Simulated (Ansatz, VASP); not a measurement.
**HgTe in VASP and in Ansatz**

```
CELL_PARAMETERS angstrom
0.00000 3.08154 3.08154
3.08154 0.00000 3.08154
3.08154 3.08154 0.00000
ATOMIC_POSITIONS crystal
Hg 0.00000 0.00000 0.00000
Te 0.25000 0.25000 0.25000
```

Alike in both runs: task single point; functional r2SCAN; dispersion D3(BJ); k mesh 10 × 10 × 10; occupations gaussian, width 0.05 eV; no spin polarisation.

```csv
,VASP,Ansatz
version,VASP 6.6.1,Ansatz 0.2.0
potentials or method,"VASP PAW PBE potentials, release 64 (Hg, Te), cutoff 520 eV","scalar-relativistic, plane waves, PAW"
valence electrons in the cell,18,36
```

VASP gave:

| Property | Result |
| --- | --- |
| gap on the k mesh at the Fermi level (eV) | none |
| pressure (GPa) | 11.7 |

**Question.** Estimate Ansatz's values.

**Answer.** gap on the k mesh at the Fermi level (eV): none; pressure (GPa): 11.5.

VASP's potentials were made for PBE, not for r2SCAN. A gap of «none» marks a metal or a gap that the smearing closes. VASP's potentials hold 18 valence electrons a cell and Ansatz's 36, so a difference there can come from the potentials and not from the codes. Ansatz's warnings: dispersion damping borrowed.

Neither program's run includes spin-orbit coupling.
